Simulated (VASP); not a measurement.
# Zn32S31 (a cell with a defect) in VASP: relaxation of the atoms with PBEsol

Aim: the relaxation of the atoms of Zn32S31 (a cell with a defect) with PBEsol.

Program: VASP 6.6.1. These are calculated values, not measurements. Logs are shortened: lines on timing, memory, paths and dates and some standing lists are left out, and cuts for length are marked.

**1. The cell of the first run**

The cell holds a defect, 63 atoms: a = 10.713 Å, b = 10.713 Å, c = 10.713 Å, α = 90.00°, β = 90.00°, γ = 90.00°.

**2. Relaxation of the atoms, PBEsol**

INCAR reads:

```
SYSTEM = Zn32S31
  PREC = Accurate
  ENCUT = 450
  EDIFF = 1E-7
  ISMEAR = -1
  SIGMA = 0.05
  LREAL = Auto
  LASPH = .TRUE.
  NELM = 120
  ALGO = Normal
  ISIF = 2
  LWAVE = .FALSE.
  LCHARG = .FALSE.
  GGA = PS
  IBRION = 2
  NSW = 100
  EDIFFG = -0.03
  ISYM = -1
  GGA_COMPAT = .FALSE.
  NELMIN = 4
  KPAR = 1
```

KPOINTS reads:

```
explicit points
1
Reciprocal
  0.25000000   0.25000000   0.25000000 1
```

POSCAR reads:

```
Zn32S31
1.0
   10.7125360000      0.0000000000      0.0000000000
    0.0000000000     10.7125360000      0.0000000000
    0.0000000000      0.0000000000     10.7125360000
Zn S
32 31
Direct
    0.9994040000      0.0000280000      0.9999490000
    0.9977160000      0.9989340000      0.4966410000
    0.9990960000      0.4977360000      0.9955250000
    0.9996710000      0.5016270000      0.4979460000
    0.4987320000      0.9976810000      0.0018990000
    0.5005680000      0.0016380000      0.4985540000
    0.4977080000      0.5021760000      0.9989390000
    0.4990350000      0.4992520000      0.5043470000
    0.2507070000      0.2482960000      0.9990860000
    0.2524240000      0.2494040000      0.4986600000
    0.2501120000      0.7462170000      0.9999230000
    0.2502370000      0.7524320000      0.5018910000
    0.7504460000      0.2517890000      0.0008200000
    0.7522970000      0.2524720000      0.5011210000
    0.7477980000      0.7518420000      0.9987310000
    0.7498540000      0.7537940000      0.5004530000
    0.2520860000      0.0026670000      0.2513190000
    0.2477240000      0.0007420000      0.7501610000
    0.2515240000      0.4986580000      0.2500140000
    0.2495300000      0.4986790000      0.7499050000
    0.7484230000      0.9994690000      0.2500090000
    0.7524530000      0.0014590000      0.7505710000
    0.7480760000      0.5022900000      0.2491000000
    0.7505270000      0.4989720000      0.7517830000
    0.9984510000      0.2534330000      0.2466950000
    0.9975310000      0.2476490000      0.7495660000
    0.9980320000      0.7507400000      0.2479040000
    0.9977900000      0.7498300000      0.7522480000
    0.5005490000      0.2530130000      0.2480010000
    0.4991270000      0.2476430000      0.7496500000
    0.5010670000      0.7527330000      0.2467890000
    0.5015480000      0.7489100000      0.7466750000
    0.1252530000      0.1271760000      0.1237530000
    0.1244370000      0.1260630000      0.6244010000
    0.1236430000      0.6260580000      0.1263640000
    0.1273500000      0.6262400000      0.6236420000
    0.6237240000      0.1242740000      0.1249100000
    0.6246150000      0.1255050000      0.6257050000
    0.6239950000      0.6266630000      0.1249020000
    0.3739910000      0.3695870000      0.1236180000
    0.3723040000      0.3742450000      0.6252730000
    0.3731870000      0.8754550000      0.1250730000
    0.3730170000      0.8742290000      0.6283020000
    0.8764290000      0.3736720000      0.1261380000
    0.8765670000      0.3754890000      0.6239660000
    0.8693380000      0.8741540000      0.1224830000
    0.8763700000      0.8747420000      0.6203760000
    0.3743550000      0.1260020000      0.3735180000
    0.3737480000      0.1246820000      0.8763650000
    0.3764220000      0.6238200000      0.3750460000
    0.3749920000      0.6234790000      0.8709850000
    0.8737940000      0.1225000000      0.3720000000
    0.8739910000      0.1256970000      0.8709420000
    0.8740750000      0.6301680000      0.3742340000
    0.8723800000      0.6250950000      0.8774410000
    0.1233800000      0.3768310000      0.3769210000
    0.1236530000      0.3722880000      0.8731420000
    0.1273200000      0.8772210000      0.3762380000
    0.1262730000      0.8776640000      0.8751200000
    0.6252310000      0.3760290000      0.3739020000
    0.6264610000      0.3756930000      0.8748810000
    0.6247630000      0.8739420000      0.3736200000
    0.6249910000      0.8737630000      0.8765170000
```

Potentials or basis: VASP PAW PBE potentials, release 64 (Zn, S).

Command:

```sh
cat potpaw_PBE.64/Zn/POTCAR potpaw_PBE.64/S/POTCAR > POTCAR
mpirun -np 8 vasp_std > vasp.out
```

OUTCAR:

```text
SYSTEM = Zn32S31
   PREC = Accurate
   ENCUT = 450
   EDIFF = 1E-7
   ISMEAR = -1
   LREAL = Auto
   LASPH = .TRUE.
   NELM = 120
   ISIF = 2
   GGA = PS
   IBRION = 2
   NSW = 100
   EDIFFG = -0.03
   ISYM = -1
   NELMIN = 4

 ion  position               nearest neighbor table
   1  0.999  0.000  1.000-  59 2.31  33 2.33  46 2.34  53 2.35
   2  0.998  0.999  0.497-  47 2.28  58 2.30  52 2.30  34 2.36
   3  0.999  0.498  0.996-  55 2.30  57 2.30  44 2.33  35 2.37
   4  1.000  0.502  0.498-  56 2.29  45 2.32  54 2.34  36 2.34
   5  0.499  0.998  0.002-  42 2.29  37 2.32  63 2.32  49 2.33
   6  0.501  0.002  0.499-  38 2.32  48 2.32  62 2.33  43 2.38
   7  0.498  0.502  0.999-  51 2.30  39 2.33  61 2.35  40 2.36
   8  0.499  0.499  0.504-  41 2.31  50 2.33  60 2.35
   9  0.251  0.248  0.999-  40 2.28  49 2.28  33 2.30  57 2.33
  10  0.252  0.249  0.499-  48 2.29  41 2.30  34 2.33  56 2.34
  11  0.250  0.746  1.000-  35 2.31  51 2.33  42 2.34  59 2.35
  12  0.250  0.752  0.502-  36 2.29  43 2.29  58 2.31  50 2.36
  13  0.750  0.252  0.001-  44 2.31  61 2.31  37 2.34  53 2.35
  14  0.752  0.252  0.501-  45 2.29  60 2.34  38 2.35  52 2.35
  15  0.748  0.752  0.999-  63 2.27  46 2.27  55 2.30  39 2.32
  16  0.750  0.754  0.500-  47 2.27  62 2.30  54 2.31
  17  0.252  0.003  0.251-  48 2.27  42 2.32  58 2.32  33 2.34
[... 44 lines left out ...]
  62  0.625  0.874  0.374-  31 2.30  16 2.30  21 2.31   6 2.33
  63  0.625  0.874  0.877-  15 2.27   5 2.32  32 2.34  22 2.36

IMPORTANT INFORMATION: All symmetrisations will be switched off!
NOSYMM: (Re-)initialisation of all symmetry stuff for point group C_1.

----------------------------------------------------------------------------------------

                                     Primitive cell

  volume of cell :    1229.3538

  direct lattice vectors                    reciprocal lattice vectors
    10.712536000  0.000000000  0.000000000     0.093348578  0.000000000  0.000000000
     0.000000000 10.712536000  0.000000000     0.000000000  0.093348578  0.000000000
     0.000000000  0.000000000 10.712536000     0.000000000  0.000000000  0.093348578

  length of vectors
    10.712536000 10.712536000 10.712536000     0.093348578  0.093348578  0.093348578

  position of ions in fractional coordinates (direct lattice)
     0.999404000  0.000028000  0.999949000
     0.997716000  0.998934000  0.496641000
     0.999096000  0.497736000  0.995525000
     0.999671000  0.501627000  0.497946000
     0.498732000  0.997681000  0.001899000
     0.500568000  0.001638000  0.498554000
[... 55 lines left out ...]
     0.624763000  0.873942000  0.373620000
     0.624991000  0.873763000  0.876517000

[... 118 lines left out ...]
  Thomas-Fermi vector in A             =   2.400256
   LORBIT       =      0    0 simple, 1 ext, 2 COOP (PROOUT), +10 PAW based schemes
   GGA     = PS    functional components
   LHFCALC =     F    Hartree Fock is set to
   AEXX    =    0.0000 exact exchange contribution
   IVDW    =     0    specifies the selected vdW correction
   LEPSILON=     F    determine dielectric tensor
   LRPA    =     F    only Hartree local field effects (RPA)
 conjugate gradient relaxation of ions
 non-spin polarized calculation
  energy-cutoff  :      450.00
  volume of cell :     1229.35
 maximum number of plane-waves:     26661
 NGX is ok and might be reduce to    80
   NGX = 37   NGY = 37   NGZ = 37

--------------------------------------- Ionic step        1  -------------------------------------------

 number of electron     570.0000076 magnetization

 Free energy of the ion-electron system (eV)
  ---------------------------------------------------
  ext. energy  EPLUGINS =         0.00000000
  ---------------------------------------------------
  free energy    TOTEN  =      -234.00335709 eV

  energy without entropy =     -234.00335676  energy(sigma->0) =     -234.00335693

------------------------ aborting loop because EDIFF is reached ----------------------------------------

  FORCE on cell =-STRESS in cart. coord.  units (eV):
  Direction    XX          YY          ZZ          XY          YZ          ZX
  --------------------------------------------------------------------------------------
  -------------------------------------------------------------------------------------
  Total       -1.4596518     -1.4967440     -1.6131737     -1.5602476     -1.8972070     -1.0294341
  in kB       -1.9023173     -1.9506584     -2.1023976     -2.0334207     -2.4725690     -1.3416284
  external PRESSURE =      -1.9851244 kB  Pullay stress =       0.0000000 kB
[... 272 lines left out ...]
  FREE ENERGIE OF THE ION-ELECTRON SYSTEM (eV)
  ---------------------------------------------------
  free  energy   TOTEN  =      -234.3697893172 eV

  energy  without entropy=     -234.3697892231  energy(sigma->0) =     -234.36978927

[... ionic steps 4 to 8 ...]

--------------------------------------- Ionic step        9  -------------------------------------------

 number of electron     570.0000406 magnetization

------------------------ aborting loop because EDIFF is reached ----------------------------------------
[... 189 lines left out ...]
--------------------------------------- Ionic step       11  -------------------------------------------

 number of electron     570.0000294 magnetization

 Free energy of the ion-electron system (eV)
  ---------------------------------------------------
  ext. energy  EPLUGINS =         0.00000000
  ---------------------------------------------------
  free energy    TOTEN  =      -234.75933401 eV

  energy without entropy =     -234.75933401  energy(sigma->0) =     -234.75933401

 E-fermi :   3.1966     XC(G=0):  -9.9198

 val. band max:        1.9398793990   @ k =   0.2500   0.2500   0.2500
 cond. band min:       4.3671151698   @ k =   0.2500   0.2500   0.2500
 fundamental gap:      2.4272357708
 Fermi energy:         3.1965950082

 k-point     1 :       0.2500    0.2500    0.2500
  band No.  band energies     occupation
      1     -11.0179      2.00000
      2     -10.7335      2.00000
      3     -10.7307      2.00000
      4     -10.7073      2.00000
      5     -10.4986      2.00000
      6     -10.4953      2.00000
[... 289 lines left out ...]
    296       6.1608      0.00000
    297       6.1877      0.00000
 [bands above 297 left out]

------------------------ aborting loop because EDIFF is reached ----------------------------------------

  FORCE on cell =-STRESS in cart. coord.  units (eV):
  Direction    XX          YY          ZZ          XY          YZ          ZX
  --------------------------------------------------------------------------------------
  -------------------------------------------------------------------------------------
  Total      -10.0242452    -10.0473894    -10.0495271     -1.3233014     -1.5759786     -1.2844101
  in kB      -13.0642771    -13.0944402    -13.0972262     -1.7246162     -2.0539224     -1.6739305
  external PRESSURE =     -13.0853145 kB  Pullay stress =       0.0000000 kB
[... 78 lines left out ...]
  FREE ENERGIE OF THE ION-ELECTRON SYSTEM (eV)
  ---------------------------------------------------
  free  energy   TOTEN  =      -234.7593340064 eV

  energy  without entropy=     -234.7593340061  energy(sigma->0) =     -234.75933401

 reached required accuracy - stopping structural energy minimisation
```

Wall time 21 min (8 MPI ranks of AMD EPYC 7R13 (Zen 3), shared host); peak memory 0.36 GiB.

Results:

```yaml
Free_energy: -234.7593 eV
Energy_gained_by_relaxing: 12.0 meV/atom
Ionic_steps: 11
Pressure_after_relaxing: -1.3 GPa
Largest_force_after_relaxing: 0.026 eV/Å
Band_gap_on_the_k_mesh: 2.43 eV
```

Forces on the atoms (eV/Å):
```
Zn   0.008 -0.015 -0.009
Zn  -0.014  0.009  0.016
Zn   0.000  0.015 -0.018
Zn   0.002  0.000  0.000
Zn   0.019 -0.007 -0.001
Zn   0.015 -0.003  0.003
Zn   0.018  0.009  0.005
Zn   0.010  0.012  0.007
Zn   0.005 -0.003 -0.009
Zn   0.003 -0.005  0.007
Zn   0.000 -0.008 -0.007
Zn   0.001 -0.017  0.012
Zn  -0.021  0.016 -0.001
Zn  -0.004 -0.011  0.014
Zn  -0.010  0.010  0.004
Zn  -0.007 -0.009 -0.001
Zn   0.007  0.004  0.010
Zn  -0.003  0.008 -0.005
Zn   0.008  0.011  0.008
Zn  -0.012  0.016 -0.003
Zn  -0.012 -0.006  0.011
Zn  -0.003  0.005 -0.017
Zn  -0.006  0.000 -0.003
Zn  -0.014  0.001  0.004
Zn  -0.005  0.000  0.004
Zn  -0.002 -0.010 -0.003
Zn  -0.014 -0.007  0.004
Zn   0.012 -0.007  0.005
Zn   0.010 -0.007 -0.004
Zn   0.009 -0.010 -0.009
Zn   0.006  0.006 -0.013
Zn   0.013 -0.001  0.007
S    0.001  0.007 -0.010
S    0.003  0.006  0.003
S   -0.010  0.005  0.004
S    0.001  0.009  0.007
S    0.003 -0.013 -0.008
S   -0.017  0.002  0.004
S    0.006 -0.007 -0.003
S    0.004  0.000 -0.004
S   -0.004  0.002  0.006
S    0.013  0.000 -0.014
S   -0.011  0.003 -0.003
S    0.001  0.003 -0.012
S   -0.006 -0.013 -0.001
S   -0.013 -0.006 -0.008
S    0.005 -0.006  0.008
S    0.008  0.004  0.017
S    0.017 -0.007 -0.002
S    0.013  0.016 -0.010
S    0.016 -0.011 -0.006
S   -0.023 -0.011  0.001
S   -0.014  0.003 -0.012
S   -0.004 -0.008 -0.009
S   -0.014 -0.002 -0.001
S    0.008  0.006  0.010
S   -0.007  0.003 -0.003
S   -0.010 -0.004  0.014
S    0.005 -0.004 -0.014
S    0.010 -0.002  0.017
S    0.002  0.014  0.008
S   -0.002  0.009 -0.008
S    0.001  0.006  0.006
```

The path:
| step | energy change (eV) | largest force (eV/Å) | pressure (GPa) |
| --- | --- | --- | --- |
| 1 | 0.0000 | 0.7083 | -0.20 |
| 2 | -0.2914 | 0.5863 | -0.35 |
| 3 | -0.3664 | 0.5093 | -0.42 |
| 4 | -0.4484 | 0.4337 | -0.52 |
| 5 | -0.5888 | 0.3099 | -0.79 |
| 6 | -0.5998 | 0.3758 | -0.91 |
| 7 | -0.6691 | 0.2543 | -1.03 |
| 8 | -0.7224 | 0.1592 | -1.24 |
| 9 | -0.7438 | 0.0958 | -1.27 |
| 10 | -0.7517 | 0.0608 | -1.30 |
| 11 | -0.7560 | 0.0261 | -1.31 |

Final structure:
```
Zn S
1.0
    10.71254    0.00000    0.00000
     0.00000   10.71254    0.00000
     0.00000    0.00000   10.71254
Zn S
32 31
Direct
  0.99937 0.00052 0.99984
  0.99765 0.99778 0.49992
  0.99727 0.50060 0.99782
  0.99859 0.50146 0.50018
  0.50014 0.99744 0.99668
  0.49973 0.99963 0.50028
  0.49957 0.50092 0.99811
  0.51683 0.51821 0.51784
  0.24976 0.25064 0.99974
  0.25210 0.25309 0.50032
  0.25251 0.74941 0.99680
  0.25102 0.75082 0.50008
  0.74900 0.25240 0.99746
  0.74955 0.25206 0.49971
  0.74936 0.75013 0.99773
  0.73103 0.73294 0.51781
  0.25009 0.00026 0.24946
  0.25243 0.99696 0.74863
  0.25207 0.50093 0.25231
  0.25129 0.50059 0.74968
  0.74879 0.99823 0.25193
  0.74926 0.99841 0.75021
  0.74938 0.50152 0.25105
  0.73171 0.51795 0.73224
  0.99964 0.25082 0.24997
  0.99738 0.25306 0.74839
  0.99758 0.74938 0.25181
  0.99797 0.75026 0.74918
  0.50031 0.25355 0.25247
  0.50005 0.25121 0.74955
  0.49984 0.74979 0.25149
  0.52033 0.72856 0.72764
  0.12443 0.12530 0.12471
  0.12472 0.12490 0.62448
  0.12489 0.62510 0.12434
  0.12479 0.62538 0.62460
  0.62411 0.12531 0.12451
  0.62508 0.12525 0.62453
  0.62423 0.62543 0.12435
  0.37506 0.37608 0.12437
  0.38022 0.38054 0.62372
  0.37509 0.87413 0.12466
  0.38109 0.86896 0.62577
  0.87340 0.37587 0.12500
  0.86888 0.38141 0.62545
  0.87371 0.87439 0.12443
  0.86872 0.86973 0.62303
  0.37503 0.12531 0.37493
  0.37463 0.12508 0.87365
  0.37974 0.62401 0.38052
  0.38067 0.62675 0.86804
  0.87397 0.12545 0.37507
  0.87398 0.12522 0.87372
  0.86872 0.62695 0.38056
  0.86914 0.62370 0.86890
  0.12411 0.37611 0.37534
  0.12455 0.37577 0.87373
  0.12481 0.87445 0.37460
  0.12414 0.87440 0.87398
  0.62346 0.38153 0.38026
  0.62549 0.38050 0.86903
  0.62534 0.86982 0.38025
  0.62248 0.86826 0.86777
```

Caveat: the PAW data sets were made with another functional, which shifts forces and pressure a little.
